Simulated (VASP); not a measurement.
Write the native input for VASP 6.6.1 that does the following.

```
Task                   : single point
Functional             : PBEsol
Potentials or basis    : VASP PAW PBE potentials, release 64 (Rh_pv)
Cutoff                 : 520 eV
k mesh                 : 11 × 11 × 3
Occupations            : fermi-dirac, width 0.05 eV
Spin                   : non-collinear spin, zero start, spin-orbit coupling
Starting moments       : [[0.0, 0.0, 0.0], [0.0, 0.0, 0.0], [0.0, 0.0, 0.0], [0.0, 0.0, 0.0]] μB
Dipole correction      : no
Further INCAR settings : ALGO = Fast; EDIFF = 1e-06; NBANDS = 74
```

The structure of Rh lies in POSCAR:

```
Rh
1.0
    2.6917446234      0.0000000000      0.0000000000
   -1.3458723117      2.3311192244      0.0000000000
    0.0000000000      0.0000000000      8.7980701300
Rh
4
Direct
    0.6666666667      0.3333333333      0.7500000000
    0.0000000000      0.0000000000      0.5000000000
    0.3333333333      0.6666666667      0.2500000000
    0.0000000000      0.0000000000      0.0000000000
```

This isn't the form of Rh at room conditions, which is fcc.

The input as run:

INCAR

```
SYSTEM = Rh
PREC = Accurate
ENCUT = 520
EDIFF = 1E-6
ISMEAR = -1
SIGMA = 0.05
LREAL = .False.
LASPH = .True.
NELM = 150
ALGO = Fast
ISIF = 2
LWAVE = .False.
LCHARG = .True.
MAGMOM = 0 0 0 0 0 0 0 0 0 0 0 0
LORBIT = 11
LSORBIT = .True.
GGA_COMPAT = .False.
LORBMOM = .True.
LMAXMIX = 4
GGA = PS
LVHAR = .True.
NBANDS = 74
```

KPOINTS

```
regular mesh
0
Gamma
  11 11 3
  0 0 0
```

Potentials or basis: VASP PAW PBE potentials, release 64 (Rh_pv).

Run with:

```bash
$ cat potpaw_PBE.64/Rh_pv/POTCAR > POTCAR
$ mpirun -np 1 vasp_ncl > vasp.out
```

It gave:

```yaml
Pressure: -5.3 GPa
Net_moment: 0.00 μB per cell
Valence_electrons_inside_the_program's_atomic_spheres: Rh 13.77
```

Caveat: the cell stands under tension; the PAW data sets were made with another functional, which shifts forces and pressure a little.

It took 10 min on 1 thread of Intel Xeon 8259CL, with other jobs on the host, peak memory 0.38 GiB.
